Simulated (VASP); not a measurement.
Runs of VASP 6.6.1 on La. The structure is that of space group P4/mmm (No. 123), or close to it. The cells are those of the table. The cell was built from a structure type or drawn by symmetry, and may not be a known phase.

```tsv
task	cell	k mesh	cutoff (eV)	gap on the mesh (eV)	pressure (GPa)	relaxed volume (Å³/atom)
relaxation of cell and atoms	relaxed from a = 3.158, b = 3.158, c = 3.556 Å, 1 atom	6 × 6 × 6	600	none	0.0	(a)
single point	a = 3.158, b = 3.158, c = 3.556 Å, 1 atom	4 × 4 × 8	520	none	0.0	-
single point	a = 5.382, b = 5.382, c = 2.474 Å, 1 atom	4 × 4 × 8	520	none	7.7	-
relaxation of cell and atoms	relaxed from a = 5.382, b = 5.382, c = 2.474 Å, 1 atom	4 × 4 × 8	600	none	0.0	35.54
```

Alike in all rows: level PBE; potentials or basis VASP PAW PBE potentials, release 64 (La); no spin polarisation; smearing gaussian 0.1 eV.

Task: Estimate the missing entries.

Result: (a) 36.77.

Caveats: some runs use coarse meshes; spin-orbit coupling is left out, which moves the levels of the heavy elements; the cell stands under pressure (at least some runs); the volume moved by over 15 % at a fixed basis, so the end points are rough (at least some runs).

A k mesh can miss the band edges, and the runs leave out spin-orbit coupling on La.

A gap of «none» marks levels without a gap at the run's occupations.
